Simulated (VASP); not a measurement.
# FeSi (P2_13) in VASP: further runs

The runs below take FeSi through single point, with PBE.

All numbers are computed with VASP 6.6.1; they aren't measurements. Logs are shortened: lines on timing, memory, paths and dates and some standing lists are left out, and cuts for length are marked.

## 1. The cell of the first run

The structure is cubic, space group P2_13 (No. 198). Conventional cell: a = 4.446 Å, b = 4.446 Å, c = 4.446 Å, α = 90.00°, β = 90.00°, γ = 90.00°. Fe (site symmetry 3) has 7 Si at 2.27 to 2.50 Å and 6 Fe at 2.73 Å within 3.0 Å. Si (site symmetry 3) has 7 Fe at 2.27 to 2.50 Å and 6 Si at 2.76 Å within 3.0 Å.

## 2. Single point, PBE, collinear spin, ferromagnetic start

File INCAR:

```
PREC = Accurate
ENCUT = 520
EDIFF = 1E-6
ISMEAR = 0
SIGMA = 0.1
LREAL = False
LASPH = True
NELM = 150
ALGO = Normal
ISIF = 2
LWAVE = False
LCHARG = False
ISPIN = 2
MAGMOM = 1.14 1.14 1.14 1.14 0 0 0 0
LORBIT = 11
LMAXMIX = 4
GGA = PE
NBANDS = 38
```

File KPOINTS:

```
Automatic mesh
0
Gamma
  4 4 4
```

File POSCAR:

```
FeSi
1.0
    4.4457760117      0.0000000000      0.0000000000
    0.0000000000      4.4457760117      0.0000000000
    0.0000000000      0.0000000000      4.4457760117
Fe Si
4 4
Direct
    0.1364571882      0.1364571882      0.1364571882
    0.3635428118      0.8635428118      0.6364571882
    0.6364571882      0.3635428118      0.8635428118
    0.8635428118      0.6364571882      0.3635428118
    0.8411356542      0.8411356542      0.8411356542
    0.6588643458      0.1588643458      0.3411356542
    0.3411356542      0.6588643458      0.1588643458
    0.1588643458      0.3411356542      0.6588643458
```

Potentials or basis: VASP PAW PBE potentials, release 64 (Fe, Si).

Command:

```sh
> cat potpaw_PBE.64/Fe/POTCAR potpaw_PBE.64/Si/POTCAR > POTCAR
> mpirun -np 1 vasp_std > vasp.out
```

OUTCAR:

```text
PREC = Accurate
   ENCUT = 520
   EDIFF = 1E-6
   ISMEAR = 0
   LREAL = False
   LASPH = True
   NELM = 150
   ISIF = 2
   ISPIN = 2
   LORBIT = 11
   GGA = PE

 ion  position               nearest neighbor table
   1  0.136  0.136  0.136-   5 2.27   6 2.31   7 2.31   8 2.31   7 2.50   8 2.50   6 2.50   3 2.73
                             4 2.73   2 2.73   2 2.73   4 2.73   3 2.73
   2  0.364  0.864  0.636-   6 2.27   5 2.31   7 2.31   8 2.31   7 2.50   8 2.50   5 2.50   1 2.73
                             1 2.73   3 2.73   3 2.73   4 2.73   4 2.73
   3  0.636  0.364  0.864-   7 2.27   6 2.31   5 2.31   8 2.31   8 2.50   6 2.50   5 2.50   1 2.73
                             4 2.73   2 2.73   2 2.73   4 2.73   1 2.73
   4  0.864  0.636  0.364-   8 2.27   6 2.31   7 2.31   5 2.31   6 2.50   5 2.50   7 2.50   1 2.73
                             3 2.73   2 2.73   1 2.73   2 2.73   3 2.73
   5  0.841  0.841  0.841-   1 2.27   2 2.31   3 2.31   4 2.31   3 2.50   4 2.50   2 2.50   6 2.76
                             7 2.76   8 2.76   6 2.76   8 2.76   7 2.76
   6  0.659  0.159  0.341-   2 2.27   1 2.31   3 2.31   4 2.31   3 2.50   4 2.50   1 2.50   8 2.76
                             5 2.76   5 2.76   7 2.76   7 2.76   8 2.76
   7  0.341  0.659  0.159-   3 2.27   2 2.31   1 2.31   4 2.31   4 2.50   2 2.50   1 2.50   8 2.76
                             5 2.76   8 2.76   6 2.76   6 2.76   5 2.76
   8  0.159  0.341  0.659-   4 2.27   2 2.31   3 2.31   1 2.31   2 2.50   1 2.50   3 2.50   7 2.76
                             5 2.76   7 2.76   5 2.76   6 2.76   6 2.76

  LATTYP: Found a simple cubic cell.
 ALAT       =     4.4457760117

  Lattice vectors:

 A1 = (   4.4457760117,   0.0000000000,   0.0000000000)
 A2 = (   0.0000000000,   4.4457760117,   0.0000000000)
 A3 = (   0.0000000000,   0.0000000000,   4.4457760117)

Analysis of symmetry for initial positions (statically):
=====================================================================
 Subroutine PRICEL returns:
 Original cell was already a primitive cell.

 Routine SETGRP: Setting up the symmetry group for a
 simple cubic supercell.

 Subroutine GETGRP returns: Found 12 space group operations
 (whereof  3 operations were pure point group operations)
 out of a pool of 48 trial point group operations.

The static configuration has the point symmetry C_3 .
 The point group associated with its full space group is T   .

Analysis of symmetry for dynamics (positions and initial velocities):
=====================================================================
 Subroutine PRICEL returns:
 Original cell was already a primitive cell.

 Routine SETGRP: Setting up the symmetry group for a
 simple cubic supercell.

 Subroutine GETGRP returns: Found 12 space group operations
 (whereof  3 operations were pure point group operations)
 out of a pool of 48 trial point group operations.

The dynamic configuration has the point symmetry C_3 .
 The point group associated with its full space group is T   .

Analysis of structural, dynamic, and magnetic symmetry:
=====================================================================
 Subroutine PRICEL returns:
 Original cell was already a primitive cell.

 Routine SETGRP: Setting up the symmetry group for a
 simple cubic supercell.

 Subroutine GETGRP returns: Found 12 space group operations
 (whereof  3 operations were pure point group operations)
 out of a pool of 48 trial point group operations.

The overall configuration has the point symmetry C_3 .
 The point group associated with its full space group is T   .

 Subroutine INISYM returns: Found 12 space group operations
 (whereof  3 operations are pure point group operations),
 and found     1 'primitive' translations

----------------------------------------------------------------------------------------

                                     Primitive cell

  volume of cell :      87.8704

  direct lattice vectors                    reciprocal lattice vectors
     4.445776012  0.000000000  0.000000000     0.224932610  0.000000000  0.000000000
     0.000000000  4.445776012  0.000000000     0.000000000  0.224932610  0.000000000
     0.000000000  0.000000000  4.445776012     0.000000000  0.000000000  0.224932610

  length of vectors
     4.445776012  4.445776012  4.445776012     0.224932610  0.224932610  0.224932610

  position of ions in fractional coordinates (direct lattice)
     0.136457188  0.136457188  0.136457188
     0.363542812  0.863542812  0.636457188
     0.636457188  0.363542812  0.863542812
     0.863542812  0.636457188  0.363542812
     0.841135654  0.841135654  0.841135654
     0.658864346  0.158864346  0.341135654
     0.341135654  0.658864346  0.158864346
     0.158864346  0.341135654  0.658864346

  ion indices of the primitive-cell ions
   primitive index   ion index
                 1           1
                 2           2
                 3           3
                 4           4
                 5           5
                 6           6
                 7           7
                 8           8

----------------------------------------------------------------------------------------

 KPOINTS: Automatic mesh

Automatic generation of k-mesh.
 Grid dimensions read from file:
 generate k-points for:    4    4    4

 Generating k-lattice:

  Cartesian coordinates                     Fractional coordinates (reciprocal lattice)
     0.056233152  0.000000000  0.000000000     0.250000000  0.000000000  0.000000000
     0.000000000  0.056233152  0.000000000     0.000000000  0.250000000  0.000000000
     0.000000000  0.000000000  0.056233152     0.000000000  0.000000000  0.250000000

  Length of vectors
     0.056233152  0.056233152  0.056233152

  Shift w.r.t. Gamma in fractional coordinates (k-lattice)
     0.000000000  0.000000000  0.000000000

 Subroutine IBZKPT returns following result:
 ===========================================

 Found     11 irreducible k-points:

 Following reciprocal coordinates:
            Coordinates               Weight
  0.000000  0.000000  0.000000      1.000000
  0.250000  0.000000  0.000000      6.000000
  0.500000  0.000000  0.000000      3.000000
  0.250000  0.250000  0.000000     12.000000
  0.500000  0.250000  0.000000      6.000000
 -0.250000  0.500000  0.000000      6.000000
  0.500000  0.500000  0.000000      3.000000
  0.250000  0.250000  0.250000      8.000000
  0.500000  0.250000  0.250000     12.000000
  0.500000  0.500000  0.250000      6.000000
  0.500000  0.500000  0.500000      1.000000
   k-points           NKPTS =     11   k-points in BZ     NKDIM =     11   number of bands    NBANDS=     38
   number of dos      NEDOS =    301   number of ions     NIONS =      8
   total plane-waves  NPLWV =  46656
   dimension x,y,z NGX =    36 NGY =   36 NGZ =   36
   dimension x,y,z NGXF=    72 NGYF=   72 NGZF=   72
   ions per type =               4   4
   NGX,Y,Z   is equivalent  to a cutoff of  13.46, 13.46, 13.46 a.u.
   NGXF,Y,Z  is equivalent  to a cutoff of  26.92, 26.92, 26.92 a.u.
 SYSTEM =  unknown system
   PREC   = accura    normal or accurate (medium, high low for compatibility)
   ISTART =      0    job   : 0-new  1-cont  2-samecut
   ICHARG =      2    charge: 1-file 2-atom 10-const
   ISPIN  =      2    spin polarized calculation?
   LNONCOLLINEAR =      F non collinear calculations
   LSORBIT =      F    spin-orbit coupling
   LASPH  =      T    aspherical Exc in radial PAW
   ENCUT  =  520.0 eV  38.22 Ry    6.18 a.u.   8.27  8.27  8.27*2*pi/ulx,y,z
   NELM   =    150;   NELMIN=  2; NELMDL= -5     # of ELM steps
   EDIFF  = 0.1E-05   stopping-criterion for ELM
   LREAL  =      F    real-space projection
   EDIFFG = 0.1E-04   stopping-criterion for IOM
   NSW    =      0    number of steps for IOM
   IBRION =     -1    ionic relax: 0-MD 1-quasi-New 2-CG
   NFREE  =      0    steps in history (QN), initial steepest desc. (CG)
   ISIF   =      2    stress and relaxation
   ISYM   =      2    0-nonsym 1-usesym 2-fastsym
   POTIM  = 0.5000    time-step for ionic-motion
   TEBEG  =    0.0;   TEEND  =   0.0 temperature during run
   PSTRESS=    0.0 pullay stress
   NELECT =      48.0000    total number of electrons
   NUPDOWN=      -1.0000    fix difference up-down
   EMIN   =  10.00;   EMAX   =-10.00  energy-range for DOS
   EFERMI =   0.00;   METHOD = LEGACY
   ISMEAR =     0;   SIGMA  =   0.10  broadening in eV -4-tet -1-fermi 0-gaus
   EFERMI_NEDOS =   21; number of points for ismear=-14 and -15
   IALGO  =     38    algorithm
   IMIX   =      4    mixing-type and parameters
     AMIX     =   0.40;   BMIX     =  1.00
     AMIX_MAG =   1.60;   BMIX_MAG =  1.00
  volume/ion in A,a.u.               =      10.98        74.12
  Fermi-wavevector in a.u.,A,eV,Ry     =   1.338262  2.528948 24.367272  1.790944
  Thomas-Fermi vector in A             =   2.466746
   LORBIT       =     11    0 simple, 1 ext, 2 COOP (PROOUT), +10 PAW based schemes
   GGA     = PE    functional components
   LHFCALC =     F    Hartree Fock is set to
   AEXX    =    0.0000 exact exchange contribution
   IVDW    =     0    specifies the selected vdW correction
   LEPSILON=     F    determine dielectric tensor
   LRPA    =     F    only Hartree local field effects (RPA)
 spin polarized calculation
 Gauss-broadening in eV      SIGMA  =   0.10
  energy-cutoff  :      520.00
  volume of cell :       87.87
 maximum number of plane-waves:      2392
 NGX is ok and might be reduce to    36
   NGX = 17   NGY = 17   NGZ = 17

 number of electron      48.0000019 magnetization      -0.0029832

 number of electron      48.0000019 magnetization       0.0001594

 Free energy of the ion-electron system (eV)
  ---------------------------------------------------
  ext. energy  EPLUGINS =         0.00000000
  ---------------------------------------------------
  free energy    TOTEN  =       -58.79006608 eV

  energy without entropy =      -58.77192405  energy(sigma->0) =      -58.78099507

 E-fermi :   9.8241     XC(G=0): -12.8070

 val. band max:        9.7384980282   @ k =   0.5000   0.0000   0.0000
 cond. band min:       9.9071332463   @ k =   0.2500   0.2500   0.0000
 fundamental gap:      0.1686352181
 Fermi energy:         9.8240728342

 spin component 1

 k-point     1 :       0.0000    0.0000    0.0000
  band No.  band energies     occupation
      1      -3.5130      1.00000
      2       1.8477      1.00000
      3       1.8477      1.00000
      4       1.8477      1.00000
      5       4.6875      1.00000
      6       4.6875      1.00000
[... 418 lines left out ...]
     35      15.9009      0.00000
     36      15.9009      0.00000
 Fermi energy:         9.8240728342

 spin component 2

 k-point     1 :       0.0000    0.0000    0.0000
  band No.  band energies     occupation
      1      -3.5128      1.00000
      2       1.8478      1.00000
      3       1.8478      1.00000
      4       1.8478      1.00000
      5       4.6876      1.00000
      6       4.6876      1.00000
[... 418 lines left out ...]
     35      15.9010      0.00000
     36      15.9010      0.00000
 [bands above 36 left out]

------------------------ aborting loop because EDIFF is reached ----------------------------------------

  FORCE on cell =-STRESS in cart. coord.  units (eV):
  Direction    XX          YY          ZZ          XY          YZ          ZX
  --------------------------------------------------------------------------------------
  -------------------------------------------------------------------------------------
  Total        0.2015705      0.2015705      0.2015705      0.0000000      0.0000000      0.0000000
  in kB        3.6753166      3.6753166      3.6753166      0.0000000      0.0000000      0.0000000
  external PRESSURE =       3.6753166 kB  Pullay stress =       0.0000000 kB

 VOLUME and BASIS-vectors are now :
 -----------------------------------------------------------------------------
  energy-cutoff  :      520.00
  volume of cell :       87.87
      direct lattice vectors                 reciprocal lattice vectors
     4.445776012  0.000000000  0.000000000     0.224932610  0.000000000  0.000000000
     0.000000000  4.445776012  0.000000000     0.000000000  0.224932610  0.000000000
     0.000000000  0.000000000  4.445776012     0.000000000  0.000000000  0.224932610

 POSITION                                       TOTAL-FORCE (eV/Angst)
 -----------------------------------------------------------------------------------
      0.60666      0.60666      0.60666         0.007147      0.007147      0.007147
      1.61623      3.83912      2.82955        -0.007147     -0.007147      0.007147
      2.82955      1.61623      3.83912         0.007147     -0.007147     -0.007147
      3.83912      2.82955      1.61623        -0.007147      0.007147     -0.007147
      3.73950      3.73950      3.73950        -0.014473     -0.014473     -0.014473
      2.92916      0.70628      1.51661         0.014473      0.014473     -0.014473
      1.51661      2.92916      0.70628        -0.014473      0.014473      0.014473
      0.70628      1.51661      2.92916         0.014473     -0.014473      0.014473
 -----------------------------------------------------------------------------------
    total drift:                               -0.000001     -0.000001     -0.000000

  FREE ENERGIE OF THE ION-ELECTRON SYSTEM (eV)
  ---------------------------------------------------
  free  energy   TOTEN  =       -58.7900660794 eV

  energy  without entropy=      -58.7719240510  energy(sigma->0) =      -58.78099507

 total charge

# of ion       s       p       d       tot
------------------------------------------
    1        0.441   0.647   6.571   7.658
    2        0.441   0.647   6.571   7.658
    3        0.441   0.647   6.571   7.658
    4        0.441   0.647   6.571   7.658
    5        0.737   0.900   0.000   1.637
    6        0.737   0.900   0.000   1.637
    7        0.737   0.900   0.000   1.637
    8        0.737   0.900   0.000   1.637
--------------------------------------------------
tot          4.709   6.187  26.282  37.179

 magnetization (x)

# of ion       s       p       d       tot
------------------------------------------
    1        0.000   0.000  -0.000  -0.000
    2        0.000   0.000  -0.000  -0.000
    3        0.000   0.000  -0.000  -0.000
    4        0.000   0.000  -0.000  -0.000
    5       -0.000   0.000   0.000   0.000
    6       -0.000   0.000   0.000   0.000
    7       -0.000   0.000   0.000   0.000
    8       -0.000   0.000   0.000   0.000
--------------------------------------------------
tot          0.000   0.000  -0.000  -0.000
```

Wall time 35 s (1 thread of Intel Xeon 6975P-C (Granite Rapids), shared host); peak memory 0.25 GiB.

What came out:

- Free energy: -58.7901 eV
- Pressure: 0.4 GPa
- Largest force: 0.025 eV/Å
- Band gap on the k mesh: 0.17 eV, indirect (least direct gap 0.20 eV)
- Net moment: 0.00 μB per cell
- Valence electrons inside the program's atomic spheres: Fe 7.66; Si 1.64

Forces in eV/Å, atoms in the order of the input:
```
Fe   0.007  0.007  0.007
Fe  -0.007 -0.007  0.007
Fe   0.007 -0.007 -0.007
Fe  -0.007  0.007 -0.007
Si  -0.014 -0.014 -0.014
Si   0.014  0.014 -0.014
Si  -0.014  0.014  0.014
Si   0.014 -0.014  0.014
```

Levels at points of the mesh, in eV from the valence-band top:
Spin up:
```
           k point  band 22  band 23  band 24  band 25  band 26  band 27
(0.00, 0.00, 0.00)    -0.28    -0.04    -0.04     0.67     0.67     0.67
(0.50, 0.00, 0.00)    -0.37     0.00     0.00     0.20     0.20     1.73
(0.50, 0.50, 0.00)    -1.01    -0.35    -0.35     0.65     0.65     1.31
(0.50, 0.50, 0.50)    -0.66    -0.66    -0.66     0.50     0.50     0.50
```
Spin down:
```csv
k point,band 20,band 21,band 22,band 23,band 24,band 25,band 26,band 27,band 28,band 29
"(0.00, 0.00, 0.00)",-0.28,-0.28,-0.28,-0.04,-0.04,0.67,0.67,0.67,3.04,3.04
"(0.50, 0.00, 0.00)",-1.23,-0.37,-0.37,0.00,0.00,0.20,0.20,1.73,1.73,2.23
"(0.50, 0.50, 0.00)",-1.25,-1.01,-1.01,-0.35,-0.35,0.65,0.65,1.31,1.31,2.72
"(0.50, 0.50, 0.50)",-0.72,-0.66,-0.66,-0.66,-0.66,0.50,0.50,0.50,0.50,5.66
```

A k mesh can miss the band edges.

(Part 1 of 2 ends here.)
